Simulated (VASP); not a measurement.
# P (Pm-3m) in VASP: a series of runs

Runs on P. Level: PBE. Tasks: relaxation of cell and atoms.

Program: VASP 6.6.1. These are calculated values, not measurements. Logs are shortened: lines on timing, memory, paths and dates and some standing lists are left out, and cuts for length are marked.

**1. The cell of the first run**

It takes space group Pm-3m (No. 221, cubic). The conventional cell has a = 2.201 Å, b = 2.201 Å, c = 2.201 Å, α = 90.00°, β = 90.00°, γ = 90.00°. P (site symmetry m-3m) has 6 P at 2.20 Å within 2.9 Å.

**2. Relaxation of cell and atoms, PBE, target pressure 72 GPa, at which the enthalpy is minimised**

INCAR reads:

```
ALGO     = Normal         # electronic algorithm
EDIFF    = 1E-7           # SCF threshold, eV
EDIFFG   = -0.005         # ionic threshold
ENCUT    = 600            # plane-wave cutoff, eV
GGA      = PE             # functional
IBRION   = 2              # ionic algorithm
ISIF     = 3              # what is computed and relaxed
ISMEAR   = -1             # smearing method
LASPH    = True           # aspherical terms in the spheres
LCHARG   = False          # write CHGCAR
LREAL    = False          # projectors in reciprocal space
LWAVE    = False          # write WAVECAR
NELM     = 100            # most SCF steps
NSW      = 32             # ionic steps
PREC     = Accurate       # precision mode
PSTRESS  = 720.0        
SIGMA    = 0.08           # smearing width, eV
```

KPOINTS reads:

```
k-points
0
Gamma
  17 17 17
```

POSCAR reads:

```
P
1.0
    2.2010827780      0.0000000000      0.0000000000
    0.0000000000      2.2010827780      0.0000000000
    0.0000000000      0.0000000000      2.2010827780
P
1
Direct
    0.0000000000      0.0000000000      0.0000000000
```

Potentials or basis: VASP PAW PBE potentials, release 64 (P).

Command:

```
cat potpaw_PBE.64/P/POTCAR > POTCAR
mpirun -np 1 vasp_std > vasp.out
```

OUTCAR:

```text
EDIFF = 1E-7
   EDIFFG = -0.005
   ENCUT = 600
   GGA = PE
   IBRION = 2
   ISIF = 3
   ISMEAR = -1
   LASPH = True
   LREAL = False
   NELM = 100
   NSW = 32
   PREC = Accurate
   PSTRESS = 720.0

 ion  position               nearest neighbor table
   1  0.000  0.000  0.000-

  LATTYP: Found a simple cubic cell.
 ALAT       =     2.2010827780

  Lattice vectors:

 A1 = (   2.2010827780,   0.0000000000,   0.0000000000)
 A2 = (   0.0000000000,   2.2010827780,   0.0000000000)
 A3 = (   0.0000000000,   0.0000000000,   2.2010827780)

Analysis of symmetry for initial positions (statically):
=====================================================================
 Subroutine PRICEL returns:
 Original cell was already a primitive cell.

 Routine SETGRP: Setting up the symmetry group for a
 simple cubic supercell.

 Subroutine GETGRP returns: Found 48 space group operations
 (whereof 48 operations were pure point group operations)
 out of a pool of 48 trial point group operations.

The static configuration has the point symmetry O_h .

Analysis of symmetry for dynamics (positions and initial velocities):
=====================================================================
 Subroutine PRICEL returns:
 Original cell was already a primitive cell.

 Routine SETGRP: Setting up the symmetry group for a
 simple cubic supercell.

 Subroutine GETGRP returns: Found 48 space group operations
 (whereof 48 operations were pure point group operations)
 out of a pool of 48 trial point group operations.

The dynamic configuration has the point symmetry O_h .

 Subroutine INISYM returns: Found 48 space group operations
 (whereof 48 operations are pure point group operations),
 and found     1 'primitive' translations

----------------------------------------------------------------------------------------

                                     Primitive cell

  volume of cell :      10.6637

  direct lattice vectors                    reciprocal lattice vectors
     2.201082778  0.000000000  0.000000000     0.454321850  0.000000000  0.000000000
     0.000000000  2.201082778  0.000000000     0.000000000  0.454321850  0.000000000
     0.000000000  0.000000000  2.201082778     0.000000000  0.000000000  0.454321850

  length of vectors
     2.201082778  2.201082778  2.201082778     0.454321850  0.454321850  0.454321850
[... 81 lines left out ...]
   EDIFFG = -.5E-02   stopping-criterion for IOM
   NSW    =     32    number of steps for IOM
   IBRION =      2    ionic relax: 0-MD 1-quasi-New 2-CG
   NFREE  =      1    steps in history (QN), initial steepest desc. (CG)
   ISIF   =      3    stress and relaxation
   ISYM   =      2    0-nonsym 1-usesym 2-fastsym
   POTIM  = 0.5000    time-step for ionic-motion
   TEBEG  =    0.0;   TEEND  =   0.0 temperature during run
   PSTRESS=  720.0 pullay stress
   NELECT =       5.0000    total number of electrons
   NUPDOWN=      -1.0000    fix difference up-down
   EMIN   =  10.00;   EMAX   =-10.00  energy-range for DOS
   EFERMI =   0.00;   METHOD = LEGACY
   ISMEAR =    -1;   SIGMA  =   0.08  broadening in eV -4-tet -1-fermi 0-gaus
   EFERMI_NEDOS =   21; number of points for ismear=-14 and -15
   IALGO  =     38    algorithm
   IMIX   =      4    mixing-type and parameters
     AMIX     =   0.40;   BMIX     =  1.00
     AMIX_MAG =   1.60;   BMIX_MAG =  1.00
  volume/ion in A,a.u.               =      10.66        71.96
  Fermi-wavevector in a.u.,A,eV,Ry     =   1.271828  2.403407 22.008063  1.617547
  Thomas-Fermi vector in A             =   2.404740
   LORBIT       =      0    0 simple, 1 ext, 2 COOP (PROOUT), +10 PAW based schemes
   GGA     = PE    functional components
   LHFCALC =     F    Hartree Fock is set to
   AEXX    =    0.0000 exact exchange contribution
   IVDW    =     0    specifies the selected vdW correction
   LEPSILON=     F    determine dielectric tensor
   LRPA    =     F    only Hartree local field effects (RPA)
 conjugate gradient relaxation of ions
 non-spin polarized calculation
  energy-cutoff  :      600.00
  volume of cell :       10.66
 maximum number of plane-waves:       365
 NGX is ok and might be reduce to    18

--------------------------------------- Ionic step        1  -------------------------------------------

 number of electron       5.0000001 magnetization

 Free energy of the ion-electron system (eV)
  ---------------------------------------------------
  ext. energy  EPLUGINS =         0.00000000
  ---------------------------------------------------
  free energy    TOTEN  =        -4.62263074 eV

  energy without entropy =       -4.61731017  energy(sigma->0) =       -4.61997045

------------------------ aborting loop because EDIFF is reached ----------------------------------------

  FORCE on cell =-STRESS in cart. coord.  units (eV):
  Direction    XX          YY          ZZ          XY          YZ          ZX
  --------------------------------------------------------------------------------------
  -------------------------------------------------------------------------------------
  Total        4.7305139      4.7305139      4.7305139      0.0000000      0.0000000     -0.0000000
  in kB      710.7383997    710.7383997    710.7383997      0.0000000      0.0000000     -0.0000000
  external PRESSURE =      -9.2616003 kB  Pullay stress =     720.0000000 kB
[... 61 lines left out ...]
--------------------------------------- Ionic step        3  -------------------------------------------

 number of electron       5.0000001 magnetization

 Free energy of the ion-electron system (eV)
  ---------------------------------------------------
  ext. energy  EPLUGINS =         0.00000000
  ---------------------------------------------------
  free energy    TOTEN  =        -4.61090456 eV

  energy without entropy =       -4.60553707  energy(sigma->0) =       -4.60822081

 E-fermi :  14.5252     XC(G=0): -12.7131

 val. band max:       14.4772360580   @ k =   0.4706   0.2941   0.1765
 cond. band min:      14.6026594795   @ k =   0.3529   0.2353   0.0000
 fundamental gap:      0.1254234215
 Fermi energy:        14.5251857895

 k-point     1 :       0.0000    0.0000    0.0000
  band No.  band energies     occupation
      1      -5.4319      2.00000
      2      20.9664      0.00000
      3      20.9664      0.00000
      4      21.6616      0.00000
      5      21.6616      0.00000
      6      21.6616      0.00000
[... 199 lines left out ...]
 k-point    24 :       0.4706    0.1176    0.0000
  band No.  band energies     occupation
      1       0.8524      2.00000
      2       3.6524      2.00000
      3      20.6084      0.00000
      4      26.1694      0.00000
      5      26.2939      0.00000
      6      28.9691      0.00000

 [... further k-points ...]
[... 5 lines left out ...]
  --------------------------------------------------------------------------------------
  -------------------------------------------------------------------------------------
  Total        4.7810418      4.7810418      4.7810418      0.0000000     -0.0000000     -0.0000000
  in kB      720.1036311    720.1036311    720.1036311      0.0000000     -0.0000000     -0.0000000
  external PRESSURE =       0.1036311 kB  Pullay stress =     720.0000000 kB
[... 20 lines left out ...]
  energy  without entropy=       -4.6055370651  energy(sigma->0) =       -4.60822081

  enthalpy is  TOTEN    =         0.1694492164 eV   P V=        4.7803537743

 reached required accuracy - stopping structural energy minimisation
```

Wall time 7.8 s (1 thread of Intel Xeon 6975P-C (Granite Rapids), shared host); peak memory 0.12 GiB.

What came out:

```yaml
Free_energy: -4.6109 eV
Relaxed_volume: 10.64 Å³/atom
Relaxed_cell: a = 2.199 Å, b = 2.199 Å, c = 2.199 Å, α = 90.00°, β = 90.00°, γ = 90.00°
Space_group_after_relaxing_to_0.05_Å: Pm-3m (No. 221)
Energy_change_on_relaxing_the_enthalpy_is_what_falls: +11.7 meV/atom
Ionic_steps: 3
Pressure_after_relaxing: 72.0 GPa
```

The path:
```
step  energy change (eV)  largest force (eV/Å)  pressure (GPa)  volume (Å³)
   1              0.0000                0.0000           71.07        10.66
   2              0.0431                0.0000           74.49        10.57
   3              0.0117                0.0000           72.01        10.64
```

Final structure:
```
CELL_PARAMETERS angstrom
2.19927 0.00000 0.00000
0.00000 2.19927 0.00000
0.00000 0.00000 2.19927
ATOMIC_POSITIONS crystal
P 0.00000 0.00000 0.00000
```

Caveat: the cell is relaxed towards a set pressure, so the enthalpy falls and the energy may rise.

**3. Relaxation of cell and atoms, PBE, target pressure 72 GPa, at which the enthalpy is minimised**

This run uses another cell than the first one: it holds 2 atoms, not 1.

INCAR reads:

```
SYSTEM = P
ALGO = Normal
EDIFF = 1E-6
EDIFFG = -0.005
ENCUT = 600
GGA = PE
IBRION = 2
ISIF = 3
ISMEAR = -1
LASPH = .TRUE.
LCHARG = .FALSE.
LREAL = .FALSE.
LWAVE = .FALSE.
NELM = 60
NSW = 32
PREC = Accurate
PSTRESS = 720.0
SIGMA = 0.08
```

KPOINTS reads:

```
k-points
0
G
  15 15 15
  0 0 0
```

POSCAR reads:

```
P
1.0
    1.5551421625     -0.8978617462      2.5395312910
    0.0000000000      1.7957234923      2.5395312910
   -1.5551421625     -0.8978617462      2.5395312910
P
2
Direct
    0.2499999889      0.2499999889      0.2499999889
   -0.2499999889     -0.2499999889     -0.2499999889
```

Potentials or basis: VASP PAW PBE potentials, release 64 (P).

Command:

```
cat potpaw_PBE.64/P/POTCAR > POTCAR
mpirun -np 1 vasp_std > vasp.out
```

OUTCAR:

```text
SYSTEM = P
   EDIFF = 1E-6
   EDIFFG = -0.005
   ENCUT = 600
   GGA = PE
   IBRION = 2
   ISIF = 3
   ISMEAR = -1
   LASPH = .TRUE.
   LREAL = .FALSE.
   NELM = 60
   NSW = 32
   PREC = Accurate
   PSTRESS = 720.0

 ion  position               nearest neighbor table
   1  0.250  0.250  0.250-   2 2.20   2 2.20   2 2.20   2 2.20   2 2.20   2 2.20
   2  0.750  0.750  0.750-   1 2.20   1 2.20   1 2.20   1 2.20   1 2.20   1 2.20

  LATTYP: Found a face centered cubic cell.
 ALAT       =     4.3986002407

  Lattice vectors:

 A1 = (   1.5551421625,  -0.8978617462,   2.5395312910)
 A2 = (   0.0000000000,   1.7957234923,   2.5395312910)
 A3 = (  -1.5551421625,  -0.8978617462,   2.5395312910)

Analysis of symmetry for initial positions (statically):
=====================================================================
 Subroutine PRICEL returns following result:

  LATTYP: Found a simple cubic cell.
 ALAT       =     2.1993017266

  Lattice vectors:

 A1 = (   1.5551421625,  -0.8978617462,  -1.2697658146)
 A2 = (   1.5551421625,   0.8978617462,   1.2697654764)
 A3 = (   0.0000000000,  -1.7957234924,   1.2697654764)

   2 primitive cells build up your supercell.

 Routine SETGRP: Setting up the symmetry group for a
 face centered cubic supercell.

 Subroutine GETGRP returns: Found 48 space group operations
 (whereof 48 operations were pure point group operations)
 out of a pool of 48 trial point group operations.

The static configuration has the point symmetry O_h .

Analysis of symmetry for dynamics (positions and initial velocities):
=====================================================================
 Subroutine PRICEL returns following result:

  LATTYP: Found a simple cubic cell.
 ALAT       =     2.1993017266

  Lattice vectors:

 A1 = (   1.5551421625,  -0.8978617462,  -1.2697658146)
 A2 = (   1.5551421625,   0.8978617462,   1.2697654764)
[... 134 lines left out ...]
   GGA     = PE    functional components
   LHFCALC =     F    Hartree Fock is set to
   AEXX    =    0.0000 exact exchange contribution
   IVDW    =     0    specifies the selected vdW correction
   LEPSILON=     F    determine dielectric tensor
   LRPA    =     F    only Hartree local field effects (RPA)
 conjugate gradient relaxation of ions
 non-spin polarized calculation
  energy-cutoff  :      600.00
  volume of cell :       21.28
 maximum number of plane-waves:       728
 NGX is ok and might be reduce to    28

--------------------------------------- Ionic step        1  -------------------------------------------

 number of electron      10.0000000 magnetization

 number of electron       9.9999999 magnetization

 Free energy of the ion-electron system (eV)
  ---------------------------------------------------
  ext. energy  EPLUGINS =         0.00000000
  ---------------------------------------------------
  free energy    TOTEN  =        -9.21843625 eV

  energy without entropy =       -9.21001783  energy(sigma->0) =       -9.21422704

------------------------ aborting loop because EDIFF is reached ----------------------------------------

  FORCE on cell =-STRESS in cart. coord.  units (eV):
  Direction    XX          YY          ZZ          XY          YZ          ZX
  --------------------------------------------------------------------------------------
  -------------------------------------------------------------------------------------
  Total        9.4327130      9.4327130      9.4326742      0.0000000     -0.0000000      0.0000000
  in kB      710.3343576    710.3343576    710.3314340      0.0000000     -0.0000000      0.0000000
  external PRESSURE =      -9.6666169 kB  Pullay stress =     720.0000000 kB
[... 63 lines left out ...]
--------------------------------------- Ionic step        3  -------------------------------------------

 number of electron       9.9999999 magnetization

 Free energy of the ion-electron system (eV)
  ---------------------------------------------------
  ext. energy  EPLUGINS =         0.00000000
  ---------------------------------------------------
  free energy    TOTEN  =        -9.19483838 eV

  energy without entropy =       -9.18646929  energy(sigma->0) =       -9.19065383

 E-fermi :  14.6135     XC(G=0): -12.7275

 val. band max:       14.6094552360   @ k =  -0.3333   0.2000   0.0667
 cond. band min:      14.6925151251   @ k =  -0.3333   0.0667   0.0000
 fundamental gap:      0.0830598892
 Fermi energy:        14.6134747791

 k-point     1 :       0.0000    0.0000    0.0000
  band No.  band energies     occupation
      1      -5.4232      2.00000
      2      12.2565      2.00000
      3      12.2565      2.00000
      4      12.2566      2.00000
      5      17.5960      0.00000
      6      18.1764      0.00000
      7      18.1764      0.00000
      8      18.1764      0.00000
      9      21.0013      0.00000
[... 265 lines left out ...]
 k-point    24 :       0.2000    0.1333    0.0000
  band No.  band energies     occupation
      1      -4.5536      2.00000
      2       9.2136      2.00000
      3      10.5087      2.00000
      4      11.3712      2.00000
      5      14.0391      1.99848
      6      16.7067      0.00000
      7      19.9579      0.00000
      8      20.2297      0.00000
      9      21.5947      0.00000

 [... further k-points ...]
[... 5 lines left out ...]
  --------------------------------------------------------------------------------------
  -------------------------------------------------------------------------------------
  Total        9.5382112      9.5382112      9.5381672      0.0000000     -0.0000000      0.0000000
  in kB      720.0686944    720.0686944    720.0653693      0.0000000     -0.0000000      0.0000000
  external PRESSURE =       0.0675860 kB  Pullay stress =     720.0000000 kB
[... 21 lines left out ...]
  energy  without entropy=       -9.1864692873  energy(sigma->0) =       -9.19065383

  enthalpy is  TOTEN    =         0.3424629055 eV   P V=        9.5373012825

 reached required accuracy - stopping structural energy minimisation
```

OSZICAR:

```text
N       E                     dE             d eps       ncg     rms          rms(c)
DAV:   1     0.262206144040E+02    0.26221E+02   -0.56668E+03  2168   0.114E+03
DAV:   2    -0.832076700583E+01   -0.34541E+02   -0.33212E+02  3103   0.144E+02
DAV:   3    -0.926426583767E+01   -0.94350E+00   -0.93304E+00  2880   0.240E+01
[... 14 lines left out ...]
       N       E                     dE             d eps       ncg     rms          rms(c)
DAV:   1    -0.919524280603E+01   -0.66387E-01   -0.15432E-02  2767   0.875E-01    0.224E-01
DAV:   2    -0.919497531160E+01    0.26749E-03   -0.19833E-04  2601   0.126E-01    0.126E-01
DAV:   3    -0.919483887243E+01    0.13644E-03   -0.20471E-04  2661   0.981E-02    0.348E-02
DAV:   4    -0.919483837706E+01    0.49536E-06   -0.98371E-07  2280   0.969E-03
   3 F= 0.34246291E+00 E0= 0.34664745E+00  d E =-.166437E-03
```

It took 26 s on 1 thread of Intel Xeon 6975P-C (Granite Rapids), shared host; peak memory 0.16 GiB.

Results:

| Quantity | Value |
| --- | --- |
| Free energy | -9.1948 eV |
| Relaxed volume | 10.61 Å³/atom |
| Relaxed cell | a = 3.108 Å, b = 3.108 Å, c = 3.108 Å, α = 60.00°, β = 60.00°, γ = 60.00° |
| Space group after relaxing (to 0.05 Å) | Pm-3m (No. 221) |
| Energy change on relaxing (the enthalpy is what falls) | +11.8 meV/atom |
| Ionic steps | 3 |
| Pressure after relaxing | 72.0 GPa |
| Band gap on the k mesh | zero (band 5 reaches 17.97 eV, above the bottom of band 6 at 12.97 eV) |

Step by step:
```tsv
step	energy change (eV)	largest force (eV/Å)	pressure (GPa)	volume (Å³)
1	0.0000	0.0000	71.03	21.28
2	0.0896	0.0000	74.69	21.08
3	0.0236	0.0000	72.01	21.22
```

Final structure:
```yaml
crystal:
  lattice:
    - [1.55385, -0.89712, 2.53743]
    - [0.00000, 1.79423, 2.53743]
    - [-1.55385, -0.89712, 2.53743]
  atoms:
    - { symbol: P, position: [0.25000, 0.25000, 0.25000] }
    - { symbol: P, position: [0.75000, 0.75000, 0.75000] }
```

Caveat: the cell is relaxed towards a set pressure, so the enthalpy falls and the energy may rise.
